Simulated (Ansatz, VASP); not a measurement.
One calculation of Ga2O3, two programs

POSCAR

```
Ga2O3
1.0
    2.4923023535      1.4389314347      4.4806666158
   -2.4923023535      1.4389314347      4.4806666158
    0.0000000000     -2.8778628693      4.4806666158
Ga O
4 6
Direct
    0.3102722522      0.3566029286      0.3735611331
    0.0994675556      0.1457982320      0.1627564365
    0.5994675556      0.6457982320      0.6627564365
    0.8102722522      0.8566029286      0.8735611331
    0.5536262452      0.9463737548      0.2500000000
    0.2500000000      0.5536262452      0.9463737548
    0.9463737548      0.2500000000      0.5536262452
    0.4463737548      0.0536262452      0.7500000000
    0.7500000000      0.4463737548      0.0536262452
    0.0536262452      0.7500000000      0.4463737548
```

File INCAR.step1:

```
  PREC = Accurate
  ENCUT = 520
  ISMEAR = 0
  SIGMA = 0.05
  LREAL = False
  LASPH = True
  NELM = 80
  NBANDS = 55
  GGA = PE
  ALGO = Normal
  EDIFF = 1E-4
  LWAVE = True
  LCHARG = False
```

Contents of INCAR.step2:

```
  PREC = Accurate
  ENCUT = 520
  EDIFF = 1E-7
  ISMEAR = 0
  SIGMA = 0.05
  LREAL = False
  LASPH = True
  NELM = 80
  ALGO = Normal
  ISIF = 2
  LWAVE = False
  LCHARG = False
  METAGGA = R2SCAN
  LMIXTAU = True
  NBANDS = 55
  ISTART = 1
```

The input KPOINTS:

```
regular mesh
0
Gamma
  6 6 6
```

Input for Ansatz:

```yaml
crystal:
  lattice:
    - [2.4923023535, 1.4389314347, 4.4806666158]
    - [-2.4923023535, 1.4389314347, 4.4806666158]
    - [0.0, -2.8778628693, 4.4806666158]
  atoms:
    - { symbol: Ga, position: [0.3102722522, 0.3566029286, 0.3735611331] }
    - { symbol: Ga, position: [0.0994675556, 0.145798232, 0.1627564365] }
    - { symbol: Ga, position: [0.5994675556, 0.645798232, 0.6627564365] }
    - { symbol: Ga, position: [0.8102722522, 0.8566029286, 0.8735611331] }
    - { symbol: O, position: [0.5536262452, 0.9463737548, 0.25] }
    - { symbol: O, position: [0.25, 0.5536262452, 0.9463737548] }
    - { symbol: O, position: [0.9463737548, 0.25, 0.5536262452] }
    - { symbol: O, position: [0.4463737548, 0.0536262452, 0.75] }
    - { symbol: O, position: [0.75, 0.4463737548, 0.0536262452] }
    - { symbol: O, position: [0.0536262452, 0.75, 0.4463737548] }
basis:
  ecutwfc: 500
kpoints:
  mp_grid: { grid: [6, 6, 6] }
hamiltonian:
  xc: r2scan
scf:
  occupations: { method: gaussian, width: 0.05 }
output:
  forces: true
  stress: true
  eigenvalues: true
```

Change from the starting cell: all Ga atoms moved -0.200 Å, as atom 1 along Cartesian [1 1 1].

Alike in both runs: task single point; functional r2SCAN; k mesh 6 × 6 × 6; occupations gaussian, width 0.05 eV; no spin polarisation.

|  | VASP | Ansatz |
| --- | --- | --- |
| version | VASP 6.6.1 | Ansatz 0.2.0 |
| potentials or method | VASP PAW PBE potentials, release 64 (Ga_d, O), cutoff 520 eV | scalar-relativistic, plane waves, PAW |
| valence electrons in the cell | 88 | 88 |

```csv
,VASP,Ansatz,Ansatz less VASP
gap on the k mesh at the Fermi level (eV),3.46,3.47,+0.011
least direct gap on the mesh (eV),3.61,3.61,+0.007
pressure (GPa),7.3,5.4,-1.94
"traceless stress, the component that is largest in VASP (GPa)",3.42,3.32,-0.105
rms of the force components (eV/Å),1.198,1.131,-0.0673
```

VASP's potentials were made for PBE, not for r2SCAN. Atom by atom the forces differ by 0.072 eV/Å (rms over components). With one functional, cell and mesh, what is left measures potentials, basis and numerics.
